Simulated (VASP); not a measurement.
A run of VASP 6.6.1 is set up as follows.

The input INCAR:

```
PREC = Accurate
ENCUT = 520
EDIFF = 1E-7
ISMEAR = -1
SIGMA = 0.11
LREAL = Auto
LASPH = True
NELM = 100
ALGO = Normal
ISIF = 2
LWAVE = False
LCHARG = True
GGA = PE
LELF = True
LVHAR = True
NBANDS = 38
```

Contents of KPOINTS:

```
regular mesh
0
Gamma
  2 2 2
```

POSCAR

```
Li
1.0
    6.9800000000      0.0000000000      0.0000000000
    0.0000000000      6.9800000000      0.0000000000
    0.0000000000      0.0000000000      6.9800000000
Li
16
Direct
   -0.0463323782      0.1187535817      0.0518624642
    0.3699856734     -0.0480085960      0.0032951289
   -0.1739828080      0.5660888252     -0.0358166189
   -0.0357163324     -0.0208882521      0.4694412607
   -0.0884670487      0.4061604585      0.2895128940
    0.4235386819      0.4120773639     -0.0472206304
    0.3683237822     -0.0031232092      0.4052865330
    0.5388538682      0.2250573066      0.3937249284
   -0.0613753582      0.5297134670      0.6169340974
    0.2434957020      0.6186676218      0.2293123209
    0.1850573066      0.2993839542      0.6863753582
    0.4602578797      0.5540114613      0.4972922636
    0.6626934097      0.7825644699      0.2096418338
    0.7246991404      0.1579369628      0.7125644699
    0.1734383954      0.7918194842      0.7517765043
    0.6961461318      0.8119770774      0.6385673352
```

Potentials or basis: VASP PAW PBE potentials, release 64 (Li_sv).

The run is started by

```bash
$ cat potpaw_PBE.64/Li_sv/POTCAR > POTCAR
$ mpirun -np 1 vasp_std > vasp.out
```

What does it give for the largest force?

1.454 eV/Å.

What does it give for the band gap on the k mesh?

Zero (band 24 reaches 0.77 eV, above the bottom of band 25 at 0.04 eV).

Forces on the atoms (eV/Å):
```
Li   0.116 -0.312 -0.223
Li   0.346  0.365 -0.061
Li   0.080 -0.017 -0.258
Li   0.286  0.069 -0.501
Li  -0.086 -0.192  0.245
Li   0.315  0.032  0.120
Li  -0.936 -1.061  0.336
Li   1.004  0.858 -0.591
Li  -0.214  0.065 -0.243
Li  -0.532  0.193 -0.152
Li   0.107 -0.611 -0.093
Li   0.140  0.183  0.523
Li   0.134  0.175  0.276
Li  -0.148  0.568  0.403
Li  -0.027 -0.131 -0.089
Li  -0.584 -0.184  0.309
```

Caveat: the k points lie up to 0.45 Å⁻¹ apart; forces of over 1 eV/Å act on the atoms, so gaps and moduli don't describe the material at rest.
